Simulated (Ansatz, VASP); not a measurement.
## Two plane-wave programs on TaSi2

```
Ta Si
1.0
     4.78390    0.00000    0.00000
    -2.39195    4.14298    0.00000
     0.00000    0.00000    6.57000
Ta Si
3 6
Direct
  0.00000 0.50000 0.33333
  0.50000 0.50000 0.66667
  0.50000 0.00000 0.00000
  0.31794 0.15897 0.33333
  0.15897 0.84103 0.66667
  0.84103 0.68206 0.00000
  0.68206 0.84103 0.33333
  0.84103 0.15897 0.66667
  0.15897 0.31794 0.00000
```

Alike in both runs: task relaxation of cell and atoms; functional RPBE; k mesh 7 × 7 × 4; occupations fermi-dirac, width 0.05 eV; no spin polarisation.

|  | VASP | Ansatz |
| --- | --- | --- |
| version | VASP 6.6.1 | Ansatz 0.2.0 |
| potentials or method | VASP PAW PBE potentials, release 64 (Ta_pv, Si) | Ansatz PAW |
| plane-wave cutoff (eV) | 600 | 420 |
| valence electrons in the cell | 57 | 63 |

|  | VASP | Ansatz | Ansatz less VASP |
| --- | --- | --- | --- |
| gap on the k mesh at the Fermi level, each at its own relaxed structure (eV) | none | none | - |
| relaxed volume (Å³/atom) | 14.84 | 14.86 | +0.017 |
| relaxed cell length with the largest relative difference (Å) | 6.633 | 6.635 | +0.0029 |

VASP's potentials were made for PBE, not for RPBE. A gap of «none» marks a metal or a gap that the smearing closes. VASP's potentials hold 57 valence electrons a cell and Ansatz's 63, so a difference there can come from the potentials and not from the codes.

Spin-orbit coupling is off throughout. Noted on Ansatz's run: the plane-wave basis is chosen anew once the cell has moved, so the energies of steps on either side of that aren't comparable.
